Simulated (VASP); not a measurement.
# NaI (P1) in VASP: further runs

The runs below take NaI through single point, with PBE.

Everything below comes from runs of VASP 6.6.1. Logs are shortened: lines on timing, memory, paths and dates and some standing lists are left out, and cuts for length are marked.

## (1) The cell of the first run

The typed cell holds 2 atoms: a = 4.577 Å, b = 4.577 Å, c = 4.577 Å, α = 60.00°, β = 60.00°, γ = 60.00°.

## (2) Single point, PBE

Input file INCAR:

```
SYSTEM = NaI
PREC     = Accurate       ! precision mode
ENCUT    = 520            ! plane-wave cutoff, eV
EDIFF    = 1E-6           ! SCF threshold, eV
ISMEAR   = 0              ! smearing method
SIGMA    = 0.01           ! smearing width, eV
LREAL    = .False.        ! projectors in reciprocal space
LASPH    = .True.         ! aspherical terms in the spheres
NELM     = 100            ! most SCF steps
ALGO     = Normal         ! electronic algorithm
ISIF     = 2              ! what is computed and relaxed
LWAVE    = .False.        ! write WAVECAR
LCHARG   = .True.         ! write CHGCAR
GGA      = PE             ! functional
LELF     = .True.         ! ELF
LVHAR    = .True.       
NBANDS   = 14             ! bands
```

Input file KPOINTS:

```
regular mesh
0
Gamma
  4 4 4
  0 0 0
```

Input file POSCAR:

```
NaI
1.0
    0.0000000000      3.2364000000      3.2364000000
    3.2364000000      0.0000000000      3.2364000000
    3.2364000000      3.2364000000      0.0000000000
Na I
1 1
Direct
   -0.0271992120      0.0075119969      0.0211012903
    0.4708281509      0.5093109530      0.5199231552
```

Potentials or basis: VASP PAW PBE potentials, release 64 (Na_pv, I).

The run is started by

```
cat potpaw_PBE.64/Na_pv/POTCAR potpaw_PBE.64/I/POTCAR > POTCAR
mpirun -np 1 vasp_std > vasp.out
```

OUTCAR:

```text
SYSTEM = NaI
   PREC = Accurate
   ENCUT = 520
   EDIFF = 1E-6
   ISMEAR = 0
   LREAL = .False.
   LASPH = .True.
   NELM = 100
   ISIF = 2
   GGA = PE

 ion  position               nearest neighbor table
   1  0.973  0.008  0.021-
   2  0.471  0.509  0.520-

  LATTYP: Found a face centered cubic cell.
 ALAT       =     6.4728000000

  Lattice vectors:

 A1 = (   0.0000000000,   3.2364000000,   3.2364000000)
 A2 = (   3.2364000000,   0.0000000000,   3.2364000000)
 A3 = (   3.2364000000,   3.2364000000,   0.0000000000)

Analysis of symmetry for initial positions (statically):
=====================================================================
 Subroutine PRICEL returns:
 Original cell was already a primitive cell.

 Routine SETGRP: Setting up the symmetry group for a
 face centered cubic supercell.

 Subroutine GETGRP returns: Found  1 space group operations
 (whereof  1 operations were pure point group operations)
 out of a pool of 48 trial point group operations.

The static configuration has the point symmetry C_1 .

Analysis of symmetry for dynamics (positions and initial velocities):
=====================================================================
 Subroutine PRICEL returns:
 Original cell was already a primitive cell.

 Routine SETGRP: Setting up the symmetry group for a
 face centered cubic supercell.

 Subroutine GETGRP returns: Found  1 space group operations
 (whereof  1 operations were pure point group operations)
 out of a pool of 48 trial point group operations.

The dynamic configuration has the point symmetry C_1 .

 Subroutine INISYM returns: Found  1 space group operations
 (whereof  1 operations are pure point group operations),
 and found     1 'primitive' translations

----------------------------------------------------------------------------------------

                                     Primitive cell

  volume of cell :      67.7980

  direct lattice vectors                    reciprocal lattice vectors
     0.000000000  3.236400000  3.236400000    -0.154492646  0.154492646  0.154492646
     3.236400000  0.000000000  3.236400000     0.154492646 -0.154492646  0.154492646
     3.236400000  3.236400000  0.000000000     0.154492646  0.154492646 -0.154492646

  length of vectors
     4.576960773  4.576960773  4.576960773     0.267589113  0.267589113  0.267589113

  position of ions in fractional coordinates (direct lattice)
     0.972800788  0.007511997  0.021101290
     0.470828151  0.509310953  0.519923155

  ion indices of the primitive-cell ions
   primitive index   ion index
                 1           1
                 2           2

----------------------------------------------------------------------------------------

 KPOINTS: regular mesh

Automatic generation of k-mesh.
 Grid dimensions read from file:
 generate k-points for:    4    4    4

 Generating k-lattice:

  Cartesian coordinates                     Fractional coordinates (reciprocal lattice)
    -0.038623162  0.038623162  0.038623162     0.250000000  0.000000000  0.000000000
     0.038623162 -0.038623162  0.038623162     0.000000000  0.250000000  0.000000000
     0.038623162  0.038623162 -0.038623162     0.000000000  0.000000000  0.250000000

  Length of vectors
     0.066897278  0.066897278  0.066897278

  Shift w.r.t. Gamma in fractional coordinates (k-lattice)
     0.000000000  0.000000000  0.000000000

 Subroutine IBZKPT returns following result:
 ===========================================

 Found     36 irreducible k-points:

 Following reciprocal coordinates:
            Coordinates               Weight
  0.000000  0.000000  0.000000      1.000000
  0.250000  0.000000  0.000000      2.000000
  0.000000  0.250000  0.000000      2.000000
  0.000000  0.000000  0.250000      2.000000
  0.250000  0.250000  0.250000      2.000000
  0.500000  0.000000  0.000000      1.000000
[... 16 lines left out ...]
  0.250000  0.500000  0.500000      2.000000
  0.500000  0.000000  0.250000      2.000000
 [... further k-points ...]
   k-points           NKPTS =     36   k-points in BZ     NKDIM =     36   number of bands    NBANDS=     14
   number of dos      NEDOS =    301   number of ions     NIONS =      2
   total plane-waves  NPLWV =  46656
   dimension x,y,z NGX =    36 NGY =   36 NGZ =   36
   dimension x,y,z NGXF=    72 NGYF=   72 NGZF=   72
   ions per type =               1   1
   NGX,Y,Z   is equivalent  to a cutoff of  13.08, 13.08, 13.08 a.u.
   NGXF,Y,Z  is equivalent  to a cutoff of  26.15, 26.15, 26.15 a.u.
 SYSTEM =  NaI
   PREC   = accura    normal or accurate (medium, high low for compatibility)
   ISTART =      0    job   : 0-new  1-cont  2-samecut
   ICHARG =      2    charge: 1-file 2-atom 10-const
   ISPIN  =      1    spin polarized calculation?
   LNONCOLLINEAR =      F non collinear calculations
   LSORBIT =      F    spin-orbit coupling
   LASPH  =      T    aspherical Exc in radial PAW
   ENCUT  =  520.0 eV  38.22 Ry    6.18 a.u.   8.51  8.51  8.51*2*pi/ulx,y,z
   NELM   =    100;   NELMIN=  2; NELMDL= -5     # of ELM steps
   EDIFF  = 0.1E-05   stopping-criterion for ELM
   LREAL  =      F    real-space projection
   EDIFFG = 0.1E-04   stopping-criterion for IOM
   NSW    =      0    number of steps for IOM
   IBRION =     -1    ionic relax: 0-MD 1-quasi-New 2-CG
   NFREE  =      0    steps in history (QN), initial steepest desc. (CG)
   ISIF   =      2    stress and relaxation
   ISYM   =      2    0-nonsym 1-usesym 2-fastsym
   POTIM  = 0.5000    time-step for ionic-motion
   TEBEG  =    0.0;   TEEND  =   0.0 temperature during run
   PSTRESS=    0.0 pullay stress
   NELECT =      14.0000    total number of electrons
   NUPDOWN=      -1.0000    fix difference up-down
   EMIN   =  10.00;   EMAX   =-10.00  energy-range for DOS
   EFERMI =   0.00;   METHOD = LEGACY
   ISMEAR =     0;   SIGMA  =   0.01  broadening in eV -4-tet -1-fermi 0-gaus
   EFERMI_NEDOS =   21; number of points for ismear=-14 and -15
   IALGO  =     38    algorithm
   IMIX   =      4    mixing-type and parameters
     AMIX     =   0.40;   BMIX     =  1.00
     AMIX_MAG =   1.60;   BMIX_MAG =  1.00
  volume/ion in A,a.u.               =      33.90       228.76
  Fermi-wavevector in a.u.,A,eV,Ry     =   0.967636  1.828567 12.739397  0.936319
  Thomas-Fermi vector in A             =   2.097538
   LORBIT       =      0    0 simple, 1 ext, 2 COOP (PROOUT), +10 PAW based schemes
   GGA     = PE    functional components
   LHFCALC =     F    Hartree Fock is set to
   AEXX    =    0.0000 exact exchange contribution
   IVDW    =     0    specifies the selected vdW correction
   LEPSILON=     F    determine dielectric tensor
   LRPA    =     F    only Hartree local field effects (RPA)
 non-spin polarized calculation
 Gauss-broadening in eV      SIGMA  =   0.01
  energy-cutoff  :      520.00
  volume of cell :       67.80
 maximum number of plane-waves:      1850
 NGX is ok and might be reduce to    36
   NGX = 17   NGY = 17   NGZ = 17

 number of electron      14.0000001 magnetization

 Free energy of the ion-electron system (eV)
  ---------------------------------------------------
  ext. energy  EPLUGINS =         0.00000000
  ---------------------------------------------------
  free energy    TOTEN  =        -5.37935395 eV

  energy without entropy =       -5.37935395  energy(sigma->0) =       -5.37935395

 E-fermi :   0.9346     XC(G=0):  -7.7025

 val. band max:        0.8113700327   @ k =   0.0000   0.0000   0.0000
 cond. band min:       4.4499817127   @ k =   0.0000   0.0000   0.0000
 fundamental gap:      3.6386116800
 Fermi energy:         0.9345512385

 k-point     1 :       0.0000    0.0000    0.0000
  band No.  band energies     occupation
      1     -21.6364      2.00000
      2     -21.6364      2.00000
      3     -21.6364      2.00000
      4     -10.2050      2.00000
      5       0.8113      2.00000
      6       0.8114      2.00000
      7       0.8114      2.00000
      8       4.4500      0.00000
      9       8.7387      0.00000
     10       8.7387      0.00000
     11       8.7387      0.00000
     12      10.5566      0.00000
     13      10.5567      0.00000
     14      11.2450      0.00000

 k-point     2 :       0.2500    0.0000    0.0000
  band No.  band energies     occupation
      1     -21.6390      2.00000
      2     -21.6366      2.00000
      3     -21.6366      2.00000
      4     -10.0542      2.00000
      5      -0.4799      2.00000
      6       0.6644      2.00000
      7       0.6645      2.00000
      8       5.7362      0.00000
      9       8.3114      0.00000
     10       8.7739      0.00000
     11       8.7740      0.00000
     12      10.3469      0.00000
     13      10.3470      0.00000
     14      11.2260      0.00000

 k-point     3 :       0.0000    0.2500    0.0000
  band No.  band energies     occupation
      1     -21.6390      2.00000
      2     -21.6366      2.00000
      3     -21.6366      2.00000
      4     -10.0542      2.00000
      5      -0.4799      2.00000
      6       0.6644      2.00000
      7       0.6645      2.00000
      8       5.7362      0.00000
      9       8.3114      0.00000
     10       8.7739      0.00000
     11       8.7740      0.00000
     12      10.3469      0.00000
     13      10.3470      0.00000
     14      11.2260      0.00000
[... 324 lines left out ...]
 k-point    23 :       0.2500    0.5000    0.5000
  band No.  band energies     occupation
      1     -21.6404      2.00000
      2     -21.6380      2.00000
      3     -21.6374      2.00000
      4      -9.8534      2.00000
      5      -1.0014      2.00000
      6      -0.1122      2.00000
      7       0.2838      2.00000
      8       6.2863      0.00000
      9       7.5121      0.00000
     10       8.6602      0.00000
     11       9.5047      0.00000
     12      11.5236      0.00000
     13      13.1573      0.00000
     14      13.6437      0.00000

 k-point    24 :       0.5000    0.0000    0.2500
  band No.  band energies     occupation
      1     -21.6404      2.00000
      2     -21.6380      2.00000
      3     -21.6374      2.00000
      4      -9.8534      2.00000
      5      -1.0014      2.00000
      6      -0.1122      2.00000
      7       0.2838      2.00000
      8       6.2863      0.00000
      9       7.5122      0.00000
     10       8.6602      0.00000
     11       9.5047      0.00000
     12      11.5235      0.00000
     13      13.1572      0.00000
     14      13.6437      0.00000

 [... further k-points ...]

------------------------ aborting loop because EDIFF is reached ----------------------------------------

  FORCE on cell =-STRESS in cart. coord.  units (eV):
  Direction    XX          YY          ZZ          XY          YZ          ZX
  --------------------------------------------------------------------------------------
  -------------------------------------------------------------------------------------
  Total        0.2089637      0.2094764      0.2086669      0.0000387     -0.0000544      0.0000118
  in kB        4.9381571      4.9502714      4.9311428      0.0009137     -0.0012866      0.0002778
  external PRESSURE =       4.9398571 kB  Pullay stress =       0.0000000 kB

 VOLUME and BASIS-vectors are now :
 -----------------------------------------------------------------------------
  energy-cutoff  :      520.00
  volume of cell :       67.80
      direct lattice vectors                 reciprocal lattice vectors
     0.000000000  3.236400000  3.236400000    -0.154492646  0.154492646  0.154492646
     3.236400000  0.000000000  3.236400000     0.154492646 -0.154492646  0.154492646
     3.236400000  3.236400000  0.000000000     0.154492646  0.154492646 -0.154492646

 POSITION                                       TOTAL-FORCE (eV/Angst)
 -----------------------------------------------------------------------------------
      0.09260      3.21666      3.17268         0.001814     -0.009023     -0.000458
      3.33101      3.20647      3.17212        -0.001814      0.009023      0.000458
 -----------------------------------------------------------------------------------
    total drift:                                0.000036      0.000157      0.000118

  FREE ENERGIE OF THE ION-ELECTRON SYSTEM (eV)
  ---------------------------------------------------
  free  energy   TOTEN  =        -5.3793539530 eV

  energy  without entropy=       -5.3793539530  energy(sigma->0) =       -5.37935395
```

Run time: 34 s. Hardware: 1 thread of Oxide Virtual Turin-like, shared host; peak memory 0.19 GiB.

What came out:

| Item | Value |
| --- | --- |
| Free energy | -5.3794 eV |
| Pressure | 0.5 GPa |
| Largest force | 0.009 eV/Å |
| Band gap on the k mesh | 3.64 eV |

Forces on the atoms (eV/Å):
```
Na   0.002 -0.009  0.000
I   -0.002  0.009  0.000
```

Caveat: the k points lie up to 0.42 Å⁻¹ apart; spin-orbit coupling is left out, which moves the levels of the heavy elements.

[end of part 1 of 2]
